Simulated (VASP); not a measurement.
# Au (P6_3/mmc) in VASP: a series of runs, part 3 of 3

VASP 6.6.1.

## (5) Electric field gradients, PBEsol (zz strain of +2 %)

Input file INCAR:

```
PREC = Accurate ; ENCUT = 520
EDIFF = 1E-8 ; ISMEAR = -1
SIGMA = 0.03 ; LREAL = F
LASPH = T ; NELM = 100
ALGO = Normal ; ISIF = 2
LWAVE = F ; LCHARG = F
GGA = PS ; LEFG = T
NBANDS = 18
```

Input file KPOINTS:

```
Automatic mesh
0
Gamma
  14 14 8
```

Input file POSCAR:

```
Au
1.0
    2.8999984104      0.0000000000      0.0000000000
   -1.4499992052      2.5114722944      0.0000000000
    0.0000000000      0.0000000000      4.9776000000
Au
2
Direct
    0.3333333333      0.6666666667      0.7500000000
    0.6666666667      0.3333333333      0.2500000000
```

Potentials or basis: VASP PAW PBE potentials, release 64 (Au).

The run is started by

```sh
cat potpaw_PBE.64/Au/POTCAR > POTCAR
mpirun -np 1 vasp_std > vasp.out
```

OUTCAR:

```text
PREC = Accurate
   ENCUT = 520
   EDIFF = 1E-8
   ISMEAR = -1
   LREAL = F
   LASPH = T
   NELM = 100
   ISIF = 2
   GGA = PS

 ion  position               nearest neighbor table
   1  0.333  0.667  0.750-   2 3.00   2 3.00   2 3.00   2 3.00   2 3.00   2 3.00
   2  0.667  0.333  0.250-   1 3.00   1 3.00   1 3.00   1 3.00   1 3.00   1 3.00

  LATTYP: Found a hexagonal cell.
 ALAT       =     2.8999984104
 C/A-ratio  =     1.7164147339

  Lattice vectors:

 A1 = (   2.8999984104,   0.0000000000,   0.0000000000)
 A2 = (  -1.4499992052,   2.5114722944,   0.0000000000)
 A3 = (   0.0000000000,   0.0000000000,   4.9776000000)

Analysis of symmetry for initial positions (statically):
=====================================================================
 Subroutine PRICEL returns:
 Original cell was already a primitive cell.

 Routine SETGRP: Setting up the symmetry group for a
 hexagonal supercell.

 Subroutine GETGRP returns: Found 24 space group operations
 (whereof 12 operations were pure point group operations)
 out of a pool of 24 trial point group operations.

The static configuration has the point symmetry D_3d.
 The point group associated with its full space group is D_6h.

Analysis of symmetry for dynamics (positions and initial velocities):
=====================================================================
 Subroutine PRICEL returns:
 Original cell was already a primitive cell.

 Routine SETGRP: Setting up the symmetry group for a
 hexagonal supercell.

 Subroutine GETGRP returns: Found 24 space group operations
 (whereof 12 operations were pure point group operations)
 out of a pool of 24 trial point group operations.

The dynamic configuration has the point symmetry D_3d.
 The point group associated with its full space group is D_6h.

 Subroutine INISYM returns: Found 24 space group operations
 (whereof 12 operations are pure point group operations),
 and found     1 'primitive' translations

----------------------------------------------------------------------------------------

                                     Primitive cell

  volume of cell :      36.2532

  direct lattice vectors                    reciprocal lattice vectors
     2.899998410  0.000000000  0.000000000     0.344827775  0.199086409  0.000000000
    -1.449999205  2.511472294  0.000000000     0.000000000  0.398172818  0.000000000
     0.000000000  0.000000000  4.977600000     0.000000000  0.000000000  0.200900032

  length of vectors
     2.899998410  2.899998410  4.977600000     0.398172818  0.398172818  0.200900032

  position of ions in fractional coordinates (direct lattice)
     0.333333333  0.666666667  0.750000000
     0.666666667  0.333333333  0.250000000

  ion indices of the primitive-cell ions
   primitive index   ion index
                 1           1
                 2           2

----------------------------------------------------------------------------------------

 KPOINTS: Automatic mesh

Automatic generation of k-mesh.
 Grid dimensions read from file:
[... 67 lines left out ...]
   EDIFFG = 0.1E-06   stopping-criterion for IOM
   NSW    =      0    number of steps for IOM
   IBRION =     -1    ionic relax: 0-MD 1-quasi-New 2-CG
   NFREE  =      0    steps in history (QN), initial steepest desc. (CG)
   ISIF   =      2    stress and relaxation
   ISYM   =      2    0-nonsym 1-usesym 2-fastsym
   POTIM  = 0.5000    time-step for ionic-motion
   TEBEG  =    0.0;   TEEND  =   0.0 temperature during run
   PSTRESS=    0.0 pullay stress
   NELECT =      22.0000    total number of electrons
   NUPDOWN=      -1.0000    fix difference up-down
   EMIN   =  10.00;   EMAX   =-10.00  energy-range for DOS
   EFERMI =   0.00;   METHOD = LEGACY
   ISMEAR =    -1;   SIGMA  =   0.03  broadening in eV -4-tet -1-fermi 0-gaus
   EFERMI_NEDOS =   21; number of points for ismear=-14 and -15
   IALGO  =     38    algorithm
   IMIX   =      4    mixing-type and parameters
     AMIX     =   0.40;   BMIX     =  1.00
     AMIX_MAG =   1.60;   BMIX_MAG =  1.00
  volume/ion in A,a.u.               =      18.13       122.32
  Fermi-wavevector in a.u.,A,eV,Ry     =   1.386012  2.619183 26.137192  1.921029
  Thomas-Fermi vector in A             =   2.510368
   LORBIT       =      0    0 simple, 1 ext, 2 COOP (PROOUT), +10 PAW based schemes
   GGA     = PS    functional components
   LHFCALC =     F    Hartree Fock is set to
   AEXX    =    0.0000 exact exchange contribution
   IVDW    =     0    specifies the selected vdW correction
   LEPSILON=     F    determine dielectric tensor
   LRPA    =     F    only Hartree local field effects (RPA)
 non-spin polarized calculation
  energy-cutoff  :      520.00
  volume of cell :       36.25
 maximum number of plane-waves:      1003
 NGX is ok and might be reduce to    24
   NGX = 11   NGY = 11   NGZ = 19

 number of electron      22.0000005 magnetization

 Free energy of the ion-electron system (eV)
  ---------------------------------------------------
  ext. energy  EPLUGINS =         0.00000000
  ---------------------------------------------------
  free energy    TOTEN  =        -7.75727080 eV

  energy without entropy =       -7.75421221  energy(sigma->0) =       -7.75574151

 E-fermi :   8.2865     XC(G=0): -12.5190

 val. band max:        8.2174085692   @ k =   0.3571   0.1429   0.1250
 cond. band min:       8.3002295973   @ k =   0.4286   0.0714   0.2500
 fundamental gap:      0.0828210281
 Fermi energy:         8.2865215034

 k-point     1 :       0.0000    0.0000    0.0000
  band No.  band energies     occupation
      1      -1.0050      2.00000
      2       1.3300      2.00000
      3       3.6503      2.00000
      4       4.0032      2.00000
      5       4.0032      2.00000
      6       4.2595      2.00000
[... 481 lines left out ...]
      5       3.8580      2.00000
      6       3.9601      2.00000
[... 10 lines left out ...]
     17      18.8937      0.00000
     18      19.0991      0.00000

 [... further k-points ...]
[... 5 lines left out ...]
  --------------------------------------------------------------------------------------
  -------------------------------------------------------------------------------------
  Total       -1.9747135     -1.9747135     -2.0218035      0.0000000      0.0000000      0.0000000
  in kB      -87.2707138    -87.2707138    -89.3518167      0.0000000      0.0000000      0.0000000
  external PRESSURE =     -87.9644148 kB  Pullay stress =       0.0000000 kB

 VOLUME and BASIS-vectors are now :
 -----------------------------------------------------------------------------
  energy-cutoff  :      520.00
  volume of cell :       36.25
      direct lattice vectors                 reciprocal lattice vectors
     2.899998410  0.000000000  0.000000000     0.344827775  0.199086409  0.000000000
    -1.449999205  2.511472294  0.000000000     0.000000000  0.398172818  0.000000000
     0.000000000  0.000000000  4.977600000     0.000000000  0.000000000  0.200900032

 POSITION                                       TOTAL-FORCE (eV/Angst)
 -----------------------------------------------------------------------------------
     -0.00000      1.67431      3.73320         0.000000      0.000000      0.000000
      1.45000      0.83716      1.24440        -0.000000     -0.000000      0.000000
 -----------------------------------------------------------------------------------
    total drift:                               -0.000000      0.000000     -0.000000

  FREE ENERGIE OF THE ION-ELECTRON SYSTEM (eV)
  ---------------------------------------------------
  free  energy   TOTEN  =        -7.7572707995 eV

  energy  without entropy=       -7.7542122110  energy(sigma->0) =       -7.75574151

 Electric field gradients (V/A^2)
---------------------------------------------------------------------
 ion       V_xx      V_yy      V_zz      V_xy      V_xz      V_yz
---------------------------------------------------------------------
   1     -13.778   -13.778    27.557    -0.000     0.000    -0.000
   2     -13.778   -13.778    27.557    -0.000    -0.000     0.000
---------------------------------------------------------------------

 Electric field gradients after diagonalization (V/A^2)
 (convention: |V_zz| > |V_xx| > |V_yy|)
----------------------------------------------------------------------
 ion       V_xx      V_yy      V_zz     asymmetry (V_yy - V_xx)/ V_zz
----------------------------------------------------------------------
   1     -13.779   -13.778    27.557       0.000
   2     -13.779   -13.778    27.557       0.000
----------------------------------------------------------------------

           NMR quadrupolar parameters

 Cq : quadrupolar parameter    Cq=e*Q*V_zz/h
 eta: asymmetry parameters     (V_yy - V_xx)/ V_zz
 Q  : nuclear electric quadrupole moment in mb (millibarn)
----------------------------------------------------------------------
 ion       Cq(MHz)       eta       Q (mb)
----------------------------------------------------------------------
   1       0.067       0.000       1.000
   2       0.067       0.000       1.000
----------------------------------------------------------------------
```

Wall time 40 s (1 thread of AMD EPYC 9R45 (Zen 5), shared host); peak memory 0.17 GiB.

Results:

```yaml
Free_energy: -7.7573 eV
Pressure: -8.8 GPa
Band_gap_on_the_k_mesh: zero (band 11 reaches 12.01 eV, above the bottom of band 12 at 5.77 eV)
```

Electric field gradients, principal values (V/Å²):
| atom | least | middle | greatest (by size) |
| --- | --- | --- | --- |
| 1 Au | -13.778 | -13.779 | 27.557 |
| 2 Au | -13.778 | -13.779 | 27.557 |

Caveat: the cell differs from its parent crystal (zz strain of +2 %); without QUAD_EFG the Cq values of the log hold for a quadrupole moment of 1 mb, not for the nuclei; the PAW data sets were made with another functional, which shifts forces and pressure a little; spin-orbit coupling is left out, which moves the levels of the heavy elements.
